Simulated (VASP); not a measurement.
# AlN (I-4m2) in VASP: single point with HSE06

Aim: the single point of AlN with HSE06.

Program: VASP 6.6.1. These are calculated values, not measurements. Logs are shortened: lines on timing, memory, paths and dates and some standing lists are left out, and cuts for length are marked.

**1. The cell of the first run**

Symmetry: I-4m2, No. 119, tetragonal system. The conventional cell has a = 3.027 Å, b = 3.027 Å, c = 4.370 Å, α = 90.00°, β = 90.00°, γ = 90.00°. Al (site symmetry -4m2) has 4 N at 1.87 Å within 2.5 Å. Within 2.5 Å of N (site symmetry -4m2) lie 4 Al at 1.87 Å.

**2. Single point, HSE06 (biaxial xy strain -2.0%)**

POSCAR

```
AlN
1.0
    0.0000000000      2.1403049418      2.1848764208
    2.1403049418      0.0000000000      2.1848764208
    2.1403049418      2.1403049418      0.0000000000
Al N
1 1
Direct
    0.0000000000      0.0000000000      0.0000000000
    0.2500000000      0.2500000000      0.2500000000
```

INCAR.step1

```
SYSTEM = AlN
  PREC = Accurate
  ENCUT = 520
  EDIFF = 1E-5
  ISMEAR = 0
  SIGMA = 0.01
  LREAL = .FALSE.
  LASPH = .TRUE.
  NELM = 60
  ALGO = Normal
  ISIF = 2
  LWAVE = .TRUE.
  LCHARG = .FALSE.
  NBANDS = 11
  GGA = PE
```

INCAR.step2

```
SYSTEM = AlN
  PREC = Accurate
  ENCUT = 520
  EDIFF = 1E-7
  ISMEAR = 0
  SIGMA = 0.01
  LREAL = .FALSE.
  LASPH = .TRUE.
  NELM = 60
  ALGO = Normal
  ISIF = 2
  LWAVE = .FALSE.
  LCHARG = .FALSE.
  GGA = PE
  LHFCALC = .TRUE.
  HFSCREEN = 0.2079
  PRECFOCK = Normal
  NBANDS = 11
  ISTART = 1
```

KPOINTS

```
Automatic mesh
0
G
  8 8 8
  0 0 0
```

Potentials or basis: VASP PAW PBE potentials, release 64 (Al, N).

The run is started by

```sh
cat potpaw_PBE.64/Al/POTCAR potpaw_PBE.64/N/POTCAR > POTCAR
cp INCAR.step1 INCAR
mpirun -np 1 vasp_std > vasp.out
cp INCAR.step2 INCAR
mpirun -np 1 vasp_std > vasp.out
```

OUTCAR:

```text
SYSTEM = AlN
   PREC = Accurate
   ENCUT = 520
   EDIFF = 1E-7
   ISMEAR = 0
   LREAL = .FALSE.
   LASPH = .TRUE.
   NELM = 60
   ISIF = 2
   GGA = PE
   LHFCALC = .TRUE.
   HFSCREEN = 0.2079
   PRECFOCK = Normal
   ISTART = 1

 ion  position               nearest neighbor table
   1  0.000  0.000  0.000-   2 1.87   2 1.87   2 1.87   2 1.87
   2  0.250  0.250  0.250-   1 1.87   1 1.87   1 1.87   1 1.87

  LATTYP: Found a body centered tetragonal cell.
 ALAT       =     3.0268482763
 C/A-ratio  =     1.4436643144

  Lattice vectors:

 A1 = (  -2.1403049418,   0.0000000000,   2.1848764208)
 A2 = (   2.1403049418,   0.0000000000,   2.1848764208)
 A3 = (   0.0000000000,   2.1403049418,  -2.1848764208)

Analysis of symmetry for initial positions (statically):
=====================================================================
 Subroutine PRICEL returns:
 Original cell was already a primitive cell.

 Routine SETGRP: Setting up the symmetry group for a
 body centered tetragonal supercell.

 Subroutine GETGRP returns: Found  8 space group operations
 (whereof  8 operations were pure point group operations)
 out of a pool of 16 trial point group operations.

The static configuration has the point symmetry D_2d.

Analysis of symmetry for dynamics (positions and initial velocities):
=====================================================================
 Subroutine PRICEL returns:
 Original cell was already a primitive cell.

 Routine SETGRP: Setting up the symmetry group for a
 body centered tetragonal supercell.

 Subroutine GETGRP returns: Found  8 space group operations
 (whereof  8 operations were pure point group operations)
 out of a pool of 16 trial point group operations.

The dynamic configuration has the point symmetry D_2d.

 Subroutine INISYM returns: Found  8 space group operations
 (whereof  8 operations are pure point group operations),
 and found     1 'primitive' translations

----------------------------------------------------------------------------------------

                                     Primitive cell

  volume of cell :      20.0174

  direct lattice vectors                    reciprocal lattice vectors
     0.000000000  2.140304942  2.184876421    -0.233611571  0.233611571  0.228845895
     2.140304942  0.000000000  2.184876421     0.233611571 -0.233611571  0.228845895
     2.140304942  2.140304942  0.000000000     0.233611571  0.233611571 -0.228845895

  length of vectors
     3.058527459  3.058527459  3.026848276     0.401894484  0.401894484  0.401894484

  position of ions in fractional coordinates (direct lattice)
     0.000000000  0.000000000  0.000000000
     0.250000000  0.250000000  0.250000000

  ion indices of the primitive-cell ions
   primitive index   ion index
                 1           1
                 2           2

----------------------------------------------------------------------------------------

 KPOINTS: Automatic mesh

Automatic generation of k-mesh.
 Grid dimensions read from file:
 generate k-points for:    8    8    8

 Generating k-lattice:

  Cartesian coordinates                     Fractional coordinates (reciprocal lattice)
    -0.029201446  0.029201446  0.028605737     0.125000000  0.000000000  0.000000000
     0.029201446 -0.029201446  0.028605737     0.000000000  0.125000000  0.000000000
     0.029201446  0.029201446 -0.028605737     0.000000000  0.000000000  0.125000000

  Length of vectors
     0.050236810  0.050236810  0.050236810

  Shift w.r.t. Gamma in fractional coordinates (k-lattice)
     0.000000000  0.000000000  0.000000000

 Subroutine IBZKPT returns following result:
 ===========================================

 Found     59 irreducible k-points:

 Following reciprocal coordinates:
            Coordinates               Weight
  0.000000  0.000000  0.000000      1.000000
  0.125000  0.000000  0.000000      8.000000
  0.250000  0.000000  0.000000      8.000000
  0.375000 -0.000000  0.000000      8.000000
  0.500000  0.000000  0.000000      4.000000
  0.125000  0.125000  0.000000      2.000000
[... 16 lines left out ...]
  0.250000  0.000000  0.125000     16.000000
  0.375000  0.000000  0.125000     16.000000
 [... further k-points ...]
   k-points           NKPTS =     59   k-points in BZ     NKDIM =    512   number of bands    NBANDS=     11
   number of dos      NEDOS =    301   number of ions     NIONS =      2
   total plane-waves  NPLWV =  13824
   dimension x,y,z NGX =    24 NGY =   24 NGZ =   24
   dimension x,y,z NGXF=    48 NGYF=   48 NGZF=   48
   ions per type =               1   1
   NGX,Y,Z   is equivalent  to a cutoff of  13.05, 13.05, 13.18 a.u.
   NGXF,Y,Z  is equivalent  to a cutoff of  26.09, 26.09, 26.36 a.u.
 SYSTEM =  AlN
   PREC   = accura    normal or accurate (medium, high low for compatibility)
   ISTART =      1    job   : 0-new  1-cont  2-samecut
   ICHARG =      0    charge: 1-file 2-atom 10-const
   ISPIN  =      1    spin polarized calculation?
   LNONCOLLINEAR =      F non collinear calculations
   LSORBIT =      F    spin-orbit coupling
   LASPH  =      T    aspherical Exc in radial PAW
   ENCUT  =  520.0 eV  38.22 Ry    6.18 a.u.   5.69  5.69  5.63*2*pi/ulx,y,z
   NELM   =     60;   NELMIN=  2; NELMDL=  0     # of ELM steps
   EDIFF  = 0.1E-06   stopping-criterion for ELM
   LREAL  =      F    real-space projection
   EDIFFG = 0.1E-05   stopping-criterion for IOM
   NSW    =      0    number of steps for IOM
   IBRION =     -1    ionic relax: 0-MD 1-quasi-New 2-CG
   NFREE  =      0    steps in history (QN), initial steepest desc. (CG)
   ISIF   =      2    stress and relaxation
   ISYM   =      3    0-nonsym 1-usesym 2-fastsym
   POTIM  = 0.5000    time-step for ionic-motion
   TEBEG  =    0.0;   TEEND  =   0.0 temperature during run
   PSTRESS=    0.0 pullay stress
   NELECT =       8.0000    total number of electrons
   NUPDOWN=      -1.0000    fix difference up-down
   EMIN   =  10.00;   EMAX   =-10.00  energy-range for DOS
   EFERMI =   0.00;   METHOD = LEGACY
   ISMEAR =     0;   SIGMA  =   0.01  broadening in eV -4-tet -1-fermi 0-gaus
   EFERMI_NEDOS =   21; number of points for ismear=-14 and -15
   IALGO  =     38    algorithm
   IMIX   =      1    mixing-type and parameters
     AMIX     =   0.40;   BMIX     =  1.00
     AMIX_MAG =   1.60;   BMIX_MAG =  1.00
  volume/ion in A,a.u.               =      10.01        67.54
  Fermi-wavevector in a.u.,A,eV,Ry     =   1.205874  2.278772 19.784684  1.454133
  Thomas-Fermi vector in A             =   2.341558
   LORBIT       =      0    0 simple, 1 ext, 2 COOP (PROOUT), +10 PAW based schemes
   GGA     = PE    functional components
   LHFCALC =     T    Hartree Fock is set to
   PRECFOCK=normal    Normal, Fast or Accurate (Low or Medium for compatibility)
   ENCUT4O =  -1.0   cutoff for four orbital integrals eV
   NKREDX  =     1    reduce k-point grid by
   NKREDY  =     1    reduce k-point grid by
   NKREDZ  =     1    reduce k-point grid by
   AEXX    =    0.2500 exact exchange contribution
   HFSCREEN=    0.2079 screening length (either q_TF or 0.3 A-1)
   HFSCREENC=   0.2079 screening length for correlation (either q_TF or 0.3 A-1)
   ENCUTFOCK=  -1.0 apply spherical cutoff to Coloumb kernel
   IVDW    =     0    specifies the selected vdW correction
   LEPSILON=     F    determine dielectric tensor
   LRPA    =     F    only Hartree local field effects (RPA)
 non-spin polarized calculation
 Gauss-broadening in eV      SIGMA  =   0.01
  energy-cutoff  :      520.00
  volume of cell :       20.02
 maximum number of plane-waves:       552
  NGX = 18; NGY = 18; NGZ = 18

 number of electron       7.9999999 magnetization

 Free energy of the ion-electron system (eV)
  ---------------------------------------------------
  ext. energy  EPLUGINS =         0.00000000
  ---------------------------------------------------
  free energy    TOTEN  =       -17.37339429 eV

  energy without entropy =      -17.37339429  energy(sigma->0) =      -17.37339429

 E-fermi :   5.5156     XC(G=0):  -9.1505

 val. band max:        5.4465366728   @ k =   0.0000   0.0000   0.0000
 cond. band min:       9.9747315413   @ k =   0.5000   0.0000   0.5000
 fundamental gap:      4.5281948684
 Fermi energy:         5.5156393957

 k-point     1 :       0.0000    0.0000    0.0000
  band No.  band energies     occupation
      1     -11.3071      2.00000
      2       5.3536      2.00000
      3       5.4465      2.00000
      4       5.4465      2.00000
      5      11.3586      0.00000
      6      20.0781      0.00000
      7      20.0781      0.00000
      8      20.0977      0.00000
      9      24.9750      0.00000
     10      25.7277      0.00000
     11      26.2975      0.00000

 k-point     2 :       0.1250    0.0000    0.0000
  band No.  band energies     occupation
      1     -11.0518      2.00000
      2       4.1653      2.00000
      3       5.2866      2.00000
      4       5.3693      2.00000
      5      12.3242      0.00000
      6      19.4938      0.00000
      7      20.2603      0.00000
      8      20.3122      0.00000
      9      23.4146      0.00000
     10      23.9309      0.00000
     11      25.7191      0.00000

 k-point     3 :       0.2500    0.0000    0.0000
  band No.  band energies     occupation
      1     -10.3501      2.00000
      2       1.8385      2.00000
      3       5.0630      2.00000
      4       5.1948      2.00000
      5      13.7336      0.00000
      6      18.4533      0.00000
      7      19.6424      0.00000
      8      19.9543      0.00000
      9      23.8508      0.00000
     10      23.9339      0.00000
     11      24.9422      0.00000

 k-point     4 :       0.3750   -0.0000    0.0000
  band No.  band energies     occupation
      1      -9.4598      2.00000
      2      -0.2320      2.00000
      3       4.8591      2.00000
      4       5.0354      2.00000
      5      14.4758      0.00000
      6      17.6577      0.00000
      7      18.6625      0.00000
      8      19.0296      0.00000
      9      25.3095      0.00000
     10      26.1221      0.00000
     11      26.3085      0.00000

 k-point     5 :       0.5000    0.0000    0.0000
  band No.  band energies     occupation
      1      -8.9943      2.00000
      2      -1.1165      2.00000
      3       4.7795      2.00000
      4       4.9733      2.00000
      5      14.6637      0.00000
      6      17.3575      0.00000
      7      18.2705      0.00000
      8      18.6543      0.00000
      9      25.9009      0.00000
     10      28.1517      0.00000
     11      28.3414      0.00000
[... 211 lines left out ...]
 k-point    21 :       0.5000    0.5000    0.0000
  band No.  band energies     occupation
      1      -8.3421      2.00000
      2      -0.1920      2.00000
      3       3.5441      2.00000
      4       3.5441      2.00000
      5      10.0805      0.00000
      6      15.9765      0.00000
      7      21.8517      0.00000
      8      23.8974      0.00000
      9      23.8974      0.00000
     10      32.1368      0.00000
     11      32.3134      0.00000

 k-point    22 :       0.1250    0.0000    0.1250
  band No.  band energies     occupation
      1     -10.9626      2.00000
      2       4.2627      2.00000
      3       5.0049      2.00000
      4       5.0770      2.00000
      5      12.5962      0.00000
      6      19.1234      0.00000
      7      20.4515      0.00000
      8      20.6872      0.00000
      9      21.4174      0.00000
     10      25.6391      0.00000
     11      27.4221      0.00000

 k-point    23 :       0.2500    0.0000    0.1250
  band No.  band energies     occupation
      1     -10.4057      2.00000
      2       2.5269      2.00000
      3       4.7130      2.00000
      4       4.8794      2.00000
      5      13.6124      0.00000
      6      18.4146      0.00000
      7      19.2193      0.00000
      8      20.6389      0.00000
      9      21.8994      0.00000
     10      25.6532      0.00000
     11      27.1064      0.00000

 k-point    24 :       0.3750    0.0000    0.1250
  band No.  band energies     occupation
      1      -9.5625      2.00000
      2       0.5038      2.00000
      3       4.4835      2.00000
      4       4.5971      2.00000
      5      14.3218      0.00000
      6      17.1890      0.00000
      7      19.1796      0.00000
      8      19.8672      0.00000
      9      23.3939      0.00000
     10      26.9830      0.00000
     11      27.4575      0.00000

 [... further k-points ...]

------------------------ aborting loop because EDIFF is reached ----------------------------------------

  FORCE on cell =-STRESS in cart. coord.  units (eV):
  Direction    XX          YY          ZZ          XY          YZ          ZX
  --------------------------------------------------------------------------------------
  -------------------------------------------------------------------------------------
  Total        1.1968038      1.1968038      0.8132004      0.0000000      0.0000000      0.0000000
  in kB       95.7911470     95.7911470     65.0878616      0.0000000      0.0000000      0.0000000
  external PRESSURE =      85.5567185 kB  Pullay stress =       0.0000000 kB

 VOLUME and BASIS-vectors are now :
 -----------------------------------------------------------------------------
  energy-cutoff  :      520.00
  volume of cell :       20.02
      direct lattice vectors                 reciprocal lattice vectors
     0.000000000  2.140304942  2.184876421    -0.233611571  0.233611571  0.228845895
     2.140304942  0.000000000  2.184876421     0.233611571 -0.233611571  0.228845895
     2.140304942  2.140304942  0.000000000     0.233611571  0.233611571 -0.228845895

 POSITION                                       TOTAL-FORCE (eV/Angst)
 -----------------------------------------------------------------------------------
      0.00000      0.00000      0.00000        -0.000000     -0.000000      0.000000
      1.07015      1.07015      1.09244         0.000000      0.000000     -0.000000
 -----------------------------------------------------------------------------------
    total drift:                               -0.000000     -0.000000     -0.000000

  FREE ENERGIE OF THE ION-ELECTRON SYSTEM (eV)
  ---------------------------------------------------
  free  energy   TOTEN  =       -17.3733942900 eV

  energy  without entropy=      -17.3733942900  energy(sigma->0) =      -17.37339429
```

Wall time 1.8 h (1 thread of Intel Xeon 8259CL, shared host); peak memory 0.26 GiB.

Results:

```
Free energy            : -17.3734 eV
Pressure               : 8.6 GPa
Band gap on the k mesh : 4.53 eV (least direct gap 5.91 eV)
```

Levels at points of the mesh, in eV from the valence-band top:
| k point | band 1 | band 2 | band 3 | band 4 | band 5 | band 6 | band 7 | band 8 |
| --- | --- | --- | --- | --- | --- | --- | --- | --- |
| (0.00, 0.00, 0.00) | -16.75 | -0.09 | 0.00 | 0.00 | 5.91 | 14.63 | 14.63 | 14.65 |
| (0.50, 0.00, 0.00) | -14.44 | -6.56 | -0.67 | -0.47 | 9.22 | 11.91 | 12.82 | 13.21 |
| (0.50, 0.50, 0.00) | -13.79 | -5.64 | -1.90 | -1.90 | 4.63 | 10.53 | 16.41 | 18.45 |
| (0.50, 0.00, 0.50) | -13.69 | -5.43 | -2.09 | -2.09 | 4.53 | 10.21 | 16.80 | 17.93 |

Caveat: the cell differs from its parent crystal (biaxial xy strain -2.0%); the cell stands under pressure; the PAW data sets were made with another functional, which shifts forces and pressure a little. A k mesh can miss the band edges.
